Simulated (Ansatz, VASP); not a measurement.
## CuI: VASP beside Ansatz

The input INCAR:

```
ALGO     = Normal         # electronic algorithm
EDIFF    = 1E-7           # SCF threshold, eV
ENCUT    = 520            # plane-wave cutoff, eV
GGA      = PE             # functional
ISIF     = 2              # what is computed and relaxed
ISMEAR   = -1             # smearing method
LASPH    = T              # aspherical terms in the spheres
LCHARG   = F              # write CHGCAR
LREAL    = F              # projectors in reciprocal space
LWAVE    = F              # write WAVECAR
NBANDS   = 16             # bands
NELM     = 100            # most SCF steps
PREC     = Accurate       # precision mode
SIGMA    = 0.02           # smearing width, eV
```

File KPOINTS:

```
k-points
0
Gamma
  8 8 8
```

POSCAR

```
CuI
1.0
    0.0000000000      2.8561103470      2.8561103470
    2.8561103470      0.0000000000      2.8561103470
    2.8561103470      2.8561103470      0.0000000000
Cu I
1 1
Direct
    0.0000000000      0.0000000000      0.0000000000
    0.5000000000      0.5000000000      0.5000000000
```

Input for Ansatz:

```yaml
crystal:
  lattice:
    - [0.0, 2.856110347, 2.856110347]
    - [2.856110347, 0.0, 2.856110347]
    - [2.856110347, 2.856110347, 0.0]
  atoms:
    - { symbol: Cu, position: [0.0, 0.0, 0.0] }
    - { symbol: I, position: [0.5, 0.5, 0.5] }
kpoints:
  mp_grid: { grid: [8, 8, 8] }
  band_path:
    path:
      - [[0.0, 0.0, 0.0], [0.5, 0.0, 0.5], [0.625, 0.25, 0.625]]
      - [[0.375, 0.375, 0.75], [0.0, 0.0, 0.0], [0.5, 0.5, 0.5], [0.5, 0.25, 0.75], [0.5, 0.0, 0.5]]
    npoints: 10
hamiltonian:
  xc: pbe
scf:
  occupations: { method: fermi_dirac, width: 0.02 }
  n_extra_bands: 4
output:
  forces: true
  stress: true
  eigenvalues: true
```

Alike in both runs: task single point; functional PBE; k mesh 8 × 8 × 8; occupations fermi-dirac, width 0.02 eV; no spin polarisation.

|  | VASP | Ansatz |
| --- | --- | --- |
| version | VASP 6.6.1 | Ansatz 0.2.0 |
| potentials or method | VASP PAW PBE potentials, release 64 (Cu, I) | plane waves, PAW |
| plane-wave cutoff (eV) | 520 | 420 |
| valence electrons in the cell | 18 | 36 |

|  | VASP | Ansatz | Ansatz less VASP |
| --- | --- | --- | --- |
| pressure (GPa) | 0.7 | 0.7 | -0.04 |

VASP's potentials hold 18 valence electrons a cell and Ansatz's 36, so a difference there can come from the potentials and not from the codes.

Neither program's run includes spin-orbit coupling.
